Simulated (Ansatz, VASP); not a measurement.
**Two plane-wave programs on Ru**

```xyz
6
Lattice="-2.7200 0.0000 0.0000 -1.3600 -2.3556 0.0000 0.0000 0.0000 12.5903" Properties=species:S:1:pos:R:3 pbc="T T T"
Ru   -1.3600   -0.7852   11.8163
Ru   -1.3600   -0.7852    3.2228
Ru   -1.3600   -0.7852    7.5196
Ru   -2.7200   -1.5704    1.0744
Ru   -2.7200   -1.5704    5.3712
Ru   -2.7200   -1.5704    9.6679
```

Alike in both runs: task single point; functional PBE; k mesh 25 × 25 × 5; occupations gaussian, width 0.15 eV; no spin polarisation.

|  | VASP | Ansatz |
| --- | --- | --- |
| version | VASP 6.6.1 | Ansatz 0.2.0 |
| potentials or method | VASP PAW PBE potentials, release 64 (Ru_pv), cutoff 520 eV | scalar-relativistic, plane waves, PAW |
| valence electrons in the cell | 84 | 96 |

Ansatz gave:

| Quantity | Value |
| --- | --- |
| gap on the k mesh at the Fermi level (eV) | none |
| pressure (GPa) | 11.5 |
| traceless stress, the component that is largest in VASP (GPa) | 9.51 |
| rms of the force components (eV/Å) | 1.334 |

**Question.** Which values does VASP return?

**Answer.** gap on the k mesh at the Fermi level (eV): none; pressure (GPa): 11.5; traceless stress, the component that is largest in VASP (GPa): 9.57; rms of the force components (eV/Å): 1.356.

Atom by atom the forces differ by 0.022 eV/Å (rms over components). A gap of «none» marks a metal or a gap that the smearing closes. With one functional, cell and mesh, what is left measures potentials, basis and numerics. VASP's potentials hold 84 valence electrons a cell and Ansatz's 96, so a difference there can come from the potentials and not from the codes.
